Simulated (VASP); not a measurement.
# AlFe (CsCl type) (Pm-3m) in VASP: further runs

The runs below take AlFe (CsCl type) through single point, with HSE06.

Everything below comes from runs of VASP 6.6.1. Logs are shortened: lines on timing, memory, paths and dates and some standing lists are left out, and cuts for length are marked.

## 1. The cell of the first run

It takes space group Pm-3m (No. 221, cubic). Conventional cell: a = 2.791 Å, b = 2.791 Å, c = 2.791 Å, α = 90.00°, β = 90.00°, γ = 90.00°. Within 3.2 Å of Fe (site symmetry m-3m) lie 8 Al at 2.42 Å and 6 Fe at 2.79 Å. Al (site symmetry m-3m) has 8 Fe at 2.42 Å and 6 Al at 2.79 Å within 3.2 Å.

## 2. Single point, HSE06

POSCAR reads:

```
AlFe
1.0
    2.7913299312      0.0000000000      0.0000000000
    0.0000000000      2.7913299312      0.0000000000
    0.0000000000      0.0000000000      2.7913299312
Fe Al
1 1
Direct
    0.0000000000      0.0000000000      0.0000000000
    0.5000000000      0.5000000000      0.5000000000
```

INCAR.step1 reads:

```
PREC = Accurate ; ENCUT = 520
EDIFF = 1E-5 ; ISMEAR = -1
SIGMA = 0.1 ; LREAL = False
LASPH = True ; NELM = 100
ALGO = Normal ; ISIF = 2
LWAVE = True ; GGA = PE
NBANDS = 12
```

INCAR.step2 reads:

```
PREC = Accurate ; ENCUT = 520
EDIFF = 1E-6 ; ISMEAR = -1
SIGMA = 0.1 ; LREAL = False
LASPH = True ; NELM = 100
ALGO = Normal ; ISIF = 2
LWAVE = False ; LCHARG = True
GGA = PE ; LHFCALC = True
HFSCREEN = 0.2079 ; PRECFOCK = Normal
LELF = True ; LVHAR = True
ISTART = 1 ; NBANDS = 12
```

KPOINTS reads:

```
Automatic mesh
0
Gamma
  4 4 4
```

Potentials or basis: VASP PAW PBE potentials, release 64 (Fe, Al).

Command:

```console
$ cat potpaw_PBE.64/Fe/POTCAR potpaw_PBE.64/Al/POTCAR > POTCAR
$ cp INCAR.step1 INCAR
$ mpirun -np 1 vasp_std > vasp.out
$ cp INCAR.step2 INCAR
$ mpirun -np 1 vasp_std > vasp.out
```

OUTCAR:

```text
PREC = Accurate
   ENCUT = 520
   EDIFF = 1E-6
   ISMEAR = -1
   LREAL = False
   LASPH = True
   NELM = 100
   ISIF = 2
   GGA = PE
   LHFCALC = True
   HFSCREEN = 0.2079
   PRECFOCK = Normal
   ISTART = 1

 ion  position               nearest neighbor table
   1  0.000  0.000  0.000-   2 2.42   2 2.42   2 2.42   2 2.42   2 2.42   2 2.42   2 2.42   2 2.42

   2  0.500  0.500  0.500-   1 2.42   1 2.42   1 2.42   1 2.42   1 2.42   1 2.42   1 2.42   1 2.42

  LATTYP: Found a simple cubic cell.
 ALAT       =     2.7913299312

  Lattice vectors:

 A1 = (   2.7913299312,   0.0000000000,   0.0000000000)
 A2 = (   0.0000000000,   2.7913299312,   0.0000000000)
 A3 = (   0.0000000000,   0.0000000000,   2.7913299312)

Analysis of symmetry for initial positions (statically):
=====================================================================
 Subroutine PRICEL returns:
 Original cell was already a primitive cell.

 Routine SETGRP: Setting up the symmetry group for a
 simple cubic supercell.

 Subroutine GETGRP returns: Found 48 space group operations
 (whereof 48 operations were pure point group operations)
 out of a pool of 48 trial point group operations.

The static configuration has the point symmetry O_h .

Analysis of symmetry for dynamics (positions and initial velocities):
=====================================================================
 Subroutine PRICEL returns:
 Original cell was already a primitive cell.

 Routine SETGRP: Setting up the symmetry group for a
 simple cubic supercell.

 Subroutine GETGRP returns: Found 48 space group operations
 (whereof 48 operations were pure point group operations)
 out of a pool of 48 trial point group operations.

The dynamic configuration has the point symmetry O_h .

 Subroutine INISYM returns: Found 48 space group operations
 (whereof 48 operations are pure point group operations),
 and found     1 'primitive' translations

----------------------------------------------------------------------------------------

                                     Primitive cell

  volume of cell :      21.7487

  direct lattice vectors                    reciprocal lattice vectors
     2.791329931  0.000000000  0.000000000     0.358252168  0.000000000  0.000000000
     0.000000000  2.791329931  0.000000000     0.000000000  0.358252168  0.000000000
[... 86 lines left out ...]
   EFERMI_NEDOS =   21; number of points for ismear=-14 and -15
   IALGO  =     38    algorithm
   IMIX   =      1    mixing-type and parameters
     AMIX     =   0.40;   BMIX     =  1.00
     AMIX_MAG =   1.60;   BMIX_MAG =  1.00
  volume/ion in A,a.u.               =      10.87        73.38
  Fermi-wavevector in a.u.,A,eV,Ry     =   1.304351  2.464866 23.148029  1.701332
  Thomas-Fermi vector in A             =   2.435293
   LORBIT       =      0    0 simple, 1 ext, 2 COOP (PROOUT), +10 PAW based schemes
   GGA     = PE    functional components
   LHFCALC =     T    Hartree Fock is set to
   PRECFOCK=normal    Normal, Fast or Accurate (Low or Medium for compatibility)
   ENCUT4O =  -1.0   cutoff for four orbital integrals eV
   NKREDX  =     1    reduce k-point grid by
   NKREDY  =     1    reduce k-point grid by
   NKREDZ  =     1    reduce k-point grid by
   AEXX    =    0.2500 exact exchange contribution
   HFSCREEN=    0.2079 screening length (either q_TF or 0.3 A-1)
   HFSCREENC=   0.2079 screening length for correlation (either q_TF or 0.3 A-1)
   ENCUTFOCK=  -1.0 apply spherical cutoff to Coloumb kernel
   IVDW    =     0    specifies the selected vdW correction
   LEPSILON=     F    determine dielectric tensor
   LRPA    =     F    only Hartree local field effects (RPA)
 non-spin polarized calculation
  energy-cutoff  :      520.00
  volume of cell :       21.75
 maximum number of plane-waves:       624
 NGX is ok and might be reduce to    24
  NGX = 16; NGY = 16; NGZ = 16

 number of electron      11.0000002 magnetization

 Free energy of the ion-electron system (eV)
  ---------------------------------------------------
  ext. energy  EPLUGINS =         0.00000000
  ---------------------------------------------------
  free energy    TOTEN  =       -15.13226254 eV

  energy without entropy =      -15.10430431  energy(sigma->0) =      -15.11828343

 E-fermi :   8.2614     XC(G=0): -10.2427

 val. band max:        8.2237786005   @ k =   0.2500   0.0000   0.0000
 cond. band min:       8.3415969439   @ k =   0.5000   0.0000   0.0000
 fundamental gap:      0.1178183433
 Fermi energy:         8.2613611671

 k-point     1 :       0.0000    0.0000    0.0000
  band No.  band energies     occupation
      1      -3.5428      2.00000
      2       5.7258      2.00000
      3       5.7258      2.00000
      4       8.1098      1.63992
      5       8.1098      1.63989
      6       8.1098      1.63987
      7      16.4907      0.00000
      8      16.4907      0.00000
      9      16.4907      0.00000
     10      19.9502      0.00000
     11      19.9502      0.00000
     12      27.7682      0.00000
[... 121 lines left out ...]
 k-point    10 :       0.5000    0.5000    0.5000
  band No.  band energies     occupation
      1       3.9489      2.00000
      2       3.9489      2.00000
      3       3.9489      2.00000
      4      10.5190      0.00000
      5      10.5190      0.00000
      6      12.4092      0.00000
      7      12.4092      0.00000
      8      12.4092      0.00000
      9      14.5756      0.00000
     10      16.3059      0.00000
     11      16.3059      0.00000
     12      16.3059      0.00000

------------------------ aborting loop because EDIFF is reached ----------------------------------------

  FORCE on cell =-STRESS in cart. coord.  units (eV):
  Direction    XX          YY          ZZ          XY          YZ          ZX
  --------------------------------------------------------------------------------------
  -------------------------------------------------------------------------------------
  Total        0.8351584      0.8351584      0.8351584      0.0000000      0.0000000      0.0000000
  in kB       61.5241914     61.5241914     61.5241914      0.0000000      0.0000000      0.0000000
  external PRESSURE =      61.5241914 kB  Pullay stress =       0.0000000 kB

 VOLUME and BASIS-vectors are now :
 -----------------------------------------------------------------------------
  energy-cutoff  :      520.00
  volume of cell :       21.75
      direct lattice vectors                 reciprocal lattice vectors
     2.791329931  0.000000000  0.000000000     0.358252168  0.000000000  0.000000000
     0.000000000  2.791329931  0.000000000     0.000000000  0.358252168  0.000000000
     0.000000000  0.000000000  2.791329931     0.000000000  0.000000000  0.358252168

 POSITION                                       TOTAL-FORCE (eV/Angst)
 -----------------------------------------------------------------------------------
      0.00000      0.00000      0.00000         0.000000      0.000000      0.000000
      1.39566      1.39566      1.39566         0.000000      0.000000      0.000000
 -----------------------------------------------------------------------------------
    total drift:                               -0.000001     -0.000001     -0.000001

  FREE ENERGIE OF THE ION-ELECTRON SYSTEM (eV)
  ---------------------------------------------------
  free  energy   TOTEN  =       -15.1322625381 eV

  energy  without entropy=      -15.1043043119  energy(sigma->0) =      -15.11828343
```

Wall time 2.6 min (1 thread of AMD EPYC 7R43 (Zen 3), shared host); peak memory 0.2 GiB.

What came out:

```yaml
Free_energy: -15.1323 eV
Pressure: 6.2 GPa
Band_gap_on_the_k_mesh: zero (an odd number of electrons rules out a gap without spin polarisation)
```

Levels at points of the mesh, in eV from the Fermi level:
```csv
k point,band 4,band 5,band 6,band 7,band 8,band 9
"(0.00, 0.00, 0.00)",-0.15,-0.15,-0.15,8.23,8.23,8.23
"(0.50, 0.00, 0.00)",-1.42,-1.42,0.08,2.88,10.19,13.36
"(0.50, 0.50, 0.00)",-2.04,-1.09,-1.09,2.28,5.48,6.07
"(0.50, 0.50, 0.50)",2.26,2.26,4.15,4.15,4.15,6.31
```

Caveat: the k points lie up to 0.56 Å⁻¹ apart, too coarse for converged energies and pressures of a metal; the PAW data sets were made with another functional, which shifts forces and pressure a little; the run has no spin polarisation, though such a crystal can be magnetic. Spin polarisation is off, so any magnetic state and its effect on volume and gap are missing.

## 3. Single point, HSE06

This run uses another cell than the first one, of 11.23 Å³/atom.

POSCAR reads:

```
AlFe
1.0
    2.8213465331      0.0000000000      0.0000000000
    0.0000000000      2.8213465331      0.0000000000
    0.0000000000      0.0000000000      2.8213465331
Fe Al
1 1
Direct
    0.0000000000      0.0000000000      0.0000000000
    0.5000000000      0.5000000000      0.5000000000
```

INCAR.step1 reads:

```
PREC = Accurate
ENCUT = 520
EDIFF = 1E-5
ISMEAR = -1
SIGMA = 0.1
LREAL = False
LASPH = True
NELM = 60
ALGO = Normal
ISIF = 2
LWAVE = True
LCHARG = False
GGA = PE
NBANDS = 12
```

INCAR.step2 reads:

```
PREC = Accurate
ENCUT = 520
EDIFF = 1E-6
ISMEAR = -1
SIGMA = 0.1
LREAL = False
LASPH = True
NELM = 60
ALGO = Normal
ISIF = 2
LWAVE = False
LCHARG = False
GGA = PE
LHFCALC = True
HFSCREEN = 0.2079
PRECFOCK = Normal
ISTART = 1
NBANDS = 12
```

KPOINTS is that of step 2.

Potentials or basis: VASP PAW PBE potentials, release 64 (Fe, Al).

Command:

```console
$ cat potpaw_PBE.64/Fe/POTCAR potpaw_PBE.64/Al/POTCAR > POTCAR
$ cp INCAR.step1 INCAR
$ mpirun -np 1 vasp_std > vasp.out
$ cp INCAR.step2 INCAR
$ mpirun -np 1 vasp_std > vasp.out
```

Run time: 2.5 min. Hardware: 1 thread of AMD EPYC 7R43 (Zen 3), shared host; peak memory 0.2 GiB.

It converged, with:

```yaml
Free_energy: -15.1438 eV
Pressure: -0.9 GPa
Band_gap_on_the_k_mesh: zero (an odd number of electrons rules out a gap without spin polarisation)
```

Levels at points of the mesh, in eV from the Fermi level:
| k point | band 2 | band 3 | band 4 | band 5 | band 6 | band 7 | band 8 | band 9 | band 10 | band 11 |
| --- | --- | --- | --- | --- | --- | --- | --- | --- | --- | --- |
| (0.00, 0.00, 0.00) | -2.38 | -2.38 | -0.15 | -0.15 | -0.15 | 8.02 | 8.02 | 8.02 | 11.50 | 11.50 |
| (0.50, 0.00, 0.00) | -6.56 | -1.54 | -1.36 | -1.36 | 0.07 | 2.80 | 10.13 | 13.14 | 13.14 | 14.40 |
| (0.50, 0.50, 0.00) | -2.40 | -2.00 | -2.00 | -1.04 | -1.04 | 2.24 | 5.31 | 5.81 | 15.13 | 18.32 |
| (0.50, 0.50, 0.50) | -4.16 | -4.16 | 2.21 | 2.21 | 4.11 | 4.11 | 4.11 | 5.97 | 7.80 | 7.80 |

Caveat: the k points lie up to 0.56 Å⁻¹ apart, too coarse for converged energies and pressures of a metal; the PAW data sets were made with another functional, which shifts forces and pressure a little; the run has no spin polarisation, though such a crystal can be magnetic.

## 4. Single point, HSE06

This run uses another cell than the first one, of 11.23 Å³/atom.

POSCAR is that of step 3.

INCAR.step1 reads:

```
SYSTEM = AlFe
PREC = Accurate ; ENCUT = 520
EDIFF = 1E-5 ; ISMEAR = -1
SIGMA = 0.1 ; LREAL = .False.
LASPH = .True. ; NELM = 80
ALGO = Normal ; ISIF = 2
LWAVE = .True. ; LCHARG = .False.
GGA = PE ; NBANDS = 12
```

INCAR.step2 reads:

```
SYSTEM = AlFe
PREC = Accurate ; ENCUT = 520
EDIFF = 1E-6 ; ISMEAR = -1
SIGMA = 0.1 ; LREAL = .False.
LASPH = .True. ; NELM = 80
ALGO = Normal ; ISIF = 2
LWAVE = .False. ; LCHARG = .False.
GGA = PE ; LHFCALC = .True.
HFSCREEN = 0.2079 ; PRECFOCK = Normal
ISTART = 1 ; NBANDS = 12
```

KPOINTS reads:

```
Automatic mesh
0
Gamma
  4 4 4
  0 0 0
```

Command:

```console
$ cat potpaw_PBE.64/Fe/POTCAR potpaw_PBE.64/Al/POTCAR > POTCAR
$ cp INCAR.step1 INCAR
$ mpirun -np 1 vasp_std > vasp.out
$ cp INCAR.step2 INCAR
$ mpirun -np 1 vasp_std > vasp.out
```

It took 2.9 min on 1 thread of AMD EPYC 7R43 (Zen 3), shared host; peak memory 0.2 GiB.

The run converged. Its results:

| Property | Result |
| --- | --- |
| Free energy | -15.1438 eV |
| Pressure | -0.9 GPa |
| Band gap on the k mesh | zero (an odd number of electrons rules out a gap without spin polarisation) |

Levels at points of the mesh, in eV from the Fermi level:
| k point | band 2 | band 3 | band 4 | band 5 | band 6 | band 7 | band 8 | band 9 | band 10 | band 11 |
| --- | --- | --- | --- | --- | --- | --- | --- | --- | --- | --- |
| (0.00, 0.00, 0.00) | -2.38 | -2.38 | -0.15 | -0.15 | -0.15 | 8.02 | 8.02 | 8.02 | 11.50 | 11.50 |
| (0.50, 0.00, 0.00) | -6.56 | -1.54 | -1.36 | -1.36 | 0.07 | 2.80 | 10.13 | 13.14 | 13.14 | 14.40 |
| (0.50, 0.50, 0.00) | -2.40 | -2.00 | -2.00 | -1.04 | -1.04 | 2.24 | 5.31 | 5.81 | 15.13 | 18.32 |
| (0.50, 0.50, 0.50) | -4.16 | -4.16 | 2.21 | 2.21 | 4.11 | 4.11 | 4.11 | 5.97 | 7.80 | 7.80 |

Caveat: the k points lie up to 0.56 Å⁻¹ apart, too coarse for converged energies and pressures of a metal; the PAW data sets were made with another functional, which shifts forces and pressure a little; the run has no spin polarisation, though such a crystal can be magnetic.

## 5. Single point, HSE06

This run uses another cell than the first one, of 11.58 Å³/atom.

POSCAR reads:

```
AlFe
1.0
    2.8507376746      0.0000000000      0.0000000000
    0.0000000000      2.8507376746      0.0000000000
    0.0000000000      0.0000000000      2.8507376746
Fe Al
1 1
Direct
    0.0000000000      0.0000000000      0.0000000000
    0.5000000000      0.5000000000      0.5000000000
```

INCAR.step1 reads:

```
SYSTEM = AlFe
ALGO = Normal
EDIFF = 1E-5
ENCUT = 520
GGA = PE
ISIF = 2
ISMEAR = -1
LASPH = .True.
LREAL = .False.
LWAVE = .True.
NBANDS = 12
NELM = 60
PREC = Accurate
SIGMA = 0.1
```

INCAR.step2 reads:

```
SYSTEM = AlFe
ALGO = Normal
EDIFF = 1E-7
ENCUT = 520
GGA = PE
HFSCREEN = 0.2079
ISIF = 2
ISMEAR = -1
ISTART = 1
LASPH = .True.
LCHARG = .True.
LELF = .True.
LHFCALC = .True.
LREAL = .False.
LVHAR = .True.
LWAVE = .False.
NBANDS = 12
NELM = 60
PREC = Accurate
PRECFOCK = Normal
SIGMA = 0.1
```

KPOINTS reads:

```
k-points
0
Gamma
  4 4 4
  0 0 0
```

Potentials or basis: VASP PAW PBE potentials, release 64 (Fe, Al).

Command:

```console
$ cat potpaw_PBE.64/Fe/POTCAR potpaw_PBE.64/Al/POTCAR > POTCAR
$ cp INCAR.step1 INCAR
$ mpirun -np 1 vasp_std > vasp.out
$ cp INCAR.step2 INCAR
$ mpirun -np 1 vasp_std > vasp.out
```

OUTCAR:

```text
SYSTEM = AlFe
   EDIFF = 1E-7
   ENCUT = 520
   GGA = PE
   HFSCREEN = 0.2079
   ISIF = 2
   ISMEAR = -1
   ISTART = 1
   LASPH = .True.
   LHFCALC = .True.
   LREAL = .False.
   NELM = 60
   PREC = Accurate
   PRECFOCK = Normal

 ion  position               nearest neighbor table
   1  0.000  0.000  0.000-   2 2.47   2 2.47   2 2.47   2 2.47   2 2.47   2 2.47   2 2.47   2 2.47

   2  0.500  0.500  0.500-   1 2.47   1 2.47   1 2.47   1 2.47   1 2.47   1 2.47   1 2.47   1 2.47

[... 332 lines left out ...]

------------------------ aborting loop because EDIFF is reached ----------------------------------------

  FORCE on cell =-STRESS in cart. coord.  units (eV):
  Direction    XX          YY          ZZ          XY          YZ          ZX
  --------------------------------------------------------------------------------------
  -------------------------------------------------------------------------------------
  Total       -0.9846057     -0.9846057     -0.9846057     -0.0000000     -0.0000000     -0.0000000
  in kB      -68.0927947    -68.0927947    -68.0927947     -0.0000000     -0.0000000     -0.0000000
  external PRESSURE =     -68.0927947 kB  Pullay stress =       0.0000000 kB

 VOLUME and BASIS-vectors are now :
 -----------------------------------------------------------------------------
  energy-cutoff  :      520.00
  volume of cell :       23.17
      direct lattice vectors                 reciprocal lattice vectors
     2.850737675  0.000000000  0.000000000     0.350786398  0.000000000  0.000000000
     0.000000000  2.850737675  0.000000000     0.000000000  0.350786398  0.000000000
     0.000000000  0.000000000  2.850737675     0.000000000  0.000000000  0.350786398

 POSITION                                       TOTAL-FORCE (eV/Angst)
 -----------------------------------------------------------------------------------
      0.00000      0.00000      0.00000         0.000000      0.000000      0.000000
      1.42537      1.42537      1.42537         0.000000      0.000000      0.000000
 -----------------------------------------------------------------------------------
    total drift:                                0.000009      0.000012      0.000010

  FREE ENERGIE OF THE ION-ELECTRON SYSTEM (eV)
  ---------------------------------------------------
  free  energy   TOTEN  =       -15.1267879813 eV

  energy  without entropy=      -15.0949072600  energy(sigma->0) =      -15.11084762
```

OSZICAR.step1:

```text
N       E                     dE             d eps       ncg     rms          rms(c)
DAV:   1     0.320816676818E+02    0.32082E+02   -0.49326E+03   240   0.928E+02
DAV:   2    -0.132182662606E+02   -0.45300E+02   -0.40804E+02   248   0.165E+02
DAV:   3    -0.146278275577E+02   -0.14096E+01   -0.13924E+01   312   0.359E+01
DAV:   4    -0.146464354030E+02   -0.18608E-01   -0.18601E-01   260   0.344E+00
DAV:   5    -0.146469662296E+02   -0.53083E-03   -0.53079E-03   280   0.680E-01    0.139E+01
DAV:   6    -0.162792114633E+02   -0.16322E+01   -0.47533E+01   260   0.975E+01    0.167E+01
DAV:   7    -0.127920634385E+02    0.34871E+01   -0.28000E+01   264   0.620E+01    0.236E+00
DAV:   8    -0.127678004472E+02    0.24263E-01   -0.14579E-01   304   0.349E+00    0.139E+00
DAV:   9    -0.127560215094E+02    0.11779E-01   -0.33704E-02   292   0.240E+00    0.316E-01
DAV:  10    -0.127556668223E+02    0.35469E-03   -0.13374E-03   328   0.458E-01    0.154E-01
DAV:  11    -0.127556528319E+02    0.13990E-04   -0.22429E-05   232   0.391E-02    0.233E-02
DAV:  12    -0.127556497347E+02    0.30971E-05   -0.16494E-05   144   0.501E-02
   1 F= -.12755650E+02 E0= -.12726861E+02  d E =-.575778E-01
```

It took 2.7 min on 1 thread of AMD EPYC 7R43 (Zen 3), shared host; peak memory 0.2 GiB.

Results:

* Free energy: -15.1268 eV
* Pressure: -6.8 GPa
* Band gap on the k mesh: zero (an odd number of electrons rules out a gap without spin polarisation)

Levels at points of the mesh, in eV from the Fermi level:
```tsv
k point	band 4	band 5	band 6	band 7	band 8	band 9
(0.00, 0.00, 0.00)	-0.14	-0.14	-0.14	7.82	7.82	7.82
(0.50, 0.00, 0.00)	-1.31	-1.31	0.06	2.74	10.07	12.92
(0.50, 0.50, 0.00)	-1.95	-0.99	-0.99	2.21	5.16	5.56
(0.50, 0.50, 0.50)	2.18	2.18	4.07	4.07	4.07	5.65
```

Caveat: the k points lie up to 0.55 Å⁻¹ apart, too coarse for converged energies and pressures of a metal; the PAW data sets were made with another functional, which shifts forces and pressure a little; the run has no spin polarisation, though such a crystal can be magnetic.

[end of part 1 of 2]

The gap in the log of VASP goes by the Fermi energy; the results here count the filled bands.